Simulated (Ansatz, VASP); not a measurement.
**Ba in VASP and in Ansatz**

INCAR

```
  ALGO = Normal
  EDIFF = 1E-6
  ENCUT = 500
  GGA = PE
  GGA_COMPAT = False
  ISIF = 2
  ISMEAR = 0
  LASPH = True
  LCHARG = True
  LELF = True
  LREAL = False
  LVHAR = True
  LWAVE = False
  NBANDS = 11
  NELM = 120
  PREC = Accurate
  SIGMA = 0.1
```

Contents of KPOINTS:

```
k-points
0
Gamma
  6 6 4
```

File POSCAR:

```
Ba
1.0
    4.3116136979      0.0000000000      0.0000000000
   -2.1558068490      3.7339669937      0.0000000000
    0.0000000000      0.0000000000      3.9134133000
Ba
1
Direct
    0.3310000000      0.6980000000      0.3770000000
```

Input for Ansatz:

```yaml
crystal:
  lattice:
    - [4.3116136979, 0.0, 0.0]
    - [-2.155806849, 3.7339669937, 0.0]
    - [0.0, 0.0, 3.9134133]
  atoms:
    - { symbol: Ba, position: [0.331, 0.698, 0.377] }
basis:
  ecutwfc: 420
kpoints:
  mp_grid: { grid: [6, 6, 4] }
  band_path: { path: [[0, 0, 0], [0.5, 0, 0], [0.5, 0.5, 0.5]], npoints: 4 }
hamiltonian:
  xc: pbe
scf:
  occupations: { method: gaussian, width: 0.1 }
output:
  forces: true
  stress: true
  eigenvalues: true
```

Alike in both runs: task single point; functional PBE; k mesh 6 × 6 × 4; occupations gaussian, width 0.1 eV; no spin polarisation.

```csv
,VASP,Ansatz
version,VASP 6.6.1,Ansatz 0.2.0
potentials or method,"VASP PAW PBE potentials, release 64 (Ba_sv), cutoff 500 eV","scalar-relativistic, plane waves, PAW"
valence electrons in the cell,10,10
```

|  | VASP | Ansatz | Ansatz less VASP |
| --- | --- | --- | --- |
| gap on the k mesh at the Fermi level (eV) | none | none | - |
| pressure (GPa) | 0.1 | 0.0 | -0.08 |
| traceless stress, the component that is largest in VASP (GPa) | 0.64 | 0.61 | -0.029 |

A gap of «none» marks a metal or a gap that the smearing closes. With one functional, cell and mesh, what is left measures potentials, basis and numerics.

The k mesh is coarse, so the values compare programs but aren't converged. Neither program's run includes spin-orbit coupling.
